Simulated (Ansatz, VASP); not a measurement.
## Two plane-wave programs on Al2BAs2

```xyz
5
Lattice="3.9757 0.0000 0.0000 0.0000 3.9757 0.0000 0.0000 0.0000 5.5713" Properties=species:S:1:pos:R:3 pbc="T T T"
Al    1.9879    0.0000    0.6486
Al    0.0000    1.9879    0.6486
B     1.9879    1.9879    1.4059
As    1.9879    0.0000    3.6452
As    0.0000    1.9879    3.6452
```

Alike in both runs: functional PBE; k mesh 10 × 10 × 8; occupations gaussian, width 0.1 eV; no spin polarisation.

Ansatz relaxed the structure, and its values are those at the end. VASP's run is a single point on that final structure, the one shown.

|  | VASP | Ansatz |
| --- | --- | --- |
| version | VASP 6.6.1 | Ansatz 0.2.0 |
| potentials or method | VASP PAW PBE potentials, release 64 (Al, B, As), cutoff 520 eV | scalar-relativistic, plane waves, PAW |
| valence electrons in the cell | 19 | 39 |

Ansatz gave:

- gap on the k mesh at the Fermi level (eV): none
- pressure (GPa): 0.0
- rms of the force components (eV/Å): 0.004

Q: Estimate VASP's values.

A: gap on the k mesh at the Fermi level (eV): none; pressure (GPa): 0.0; rms of the force components (eV/Å): 0.007.

A gap of «none» marks a metal or a gap that the smearing closes. VASP's potentials hold 19 valence electrons a cell and Ansatz's 39, so a difference there can come from the potentials and not from the codes.
